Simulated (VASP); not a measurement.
A run of VASP 6.6.1 is set up as follows.

The input POSCAR:

```
CaSe
1.0
    0.0000000000      2.9675306062      2.9675306062
    2.9675306062      0.0000000000      2.9675306062
    2.9675306062      2.9675306062      0.0000000000
Ca Se
1 1
Direct
    0.0000000000      0.0000000000      0.0000000000
    0.5000000000      0.5000000000      0.5000000000
```

The input INCAR.step1:

```
PREC = Accurate
ENCUT = 500
EDIFF = 1E-8
ISMEAR = 0
SIGMA = 0.01
LREAL = F
LASPH = T
NELM = 100
ALGO = Normal
LWAVE = T
LCHARG = F
GGA = PE
```

The input INCAR.step2:

```
PREC = Accurate
ENCUT = 500
EDIFF = 1E-8
ISMEAR = 0
SIGMA = 0.01
LREAL = F
LASPH = T
NELM = 1
ALGO = Exact
LWAVE = T
LCHARG = F
GGA = PE
NBANDS = 164
LOPTICS = T
ISTART = 1
```

INCAR.step3

```
PREC = Accurate
ENCUT = 500
EDIFF = 1E-8
ISMEAR = 0
SIGMA = 0.01
LREAL = F
LASPH = T
ALGO = EVGW0
LWAVE = F
LCHARG = F
GGA = PE
NELMGW = 1
NBANDS = 164
ENCUTGW = 120.0
NOMEGA = 96
PRECFOCK = Fast
ISTART = 1
NBANDSGW = 16
OMEGAMAX = 20
```

File KPOINTS:

```
regular mesh
0
Gamma
  4 4 4
```

Potentials or basis: VASP PAW PBE potentials, release 64 (Ca_sv_GW, Se_GW).

Command:

```bash
$ cat potpaw_PBE.64/Ca_sv_GW/POTCAR potpaw_PBE.64/Se_GW/POTCAR > POTCAR
$ cp INCAR.step1 INCAR
$ mpirun -np 1 vasp_std > vasp.out
$ cp INCAR.step2 INCAR
$ mpirun -np 1 vasp_std > vasp.out
$ cp INCAR.step3 INCAR
$ mpirun -np 1 vasp_std > vasp.out
```

Q: What does it give for the quasiparticle gap?

A: 3.63 eV.

Q: Predict the least direct quasiparticle gap.

A: 4.54 eV.

Q: Predict the band gap of the starting levels on the mesh.

A: 2.05 eV.

Q: Predict the least direct gap of the starting levels on the mesh.

A: 2.97 eV.

Caveat: the k points lie up to 0.46 Å⁻¹ apart; bands, screening cutoff and mesh are small and nothing is extrapolated, so the quasiparticle values aren't converged.
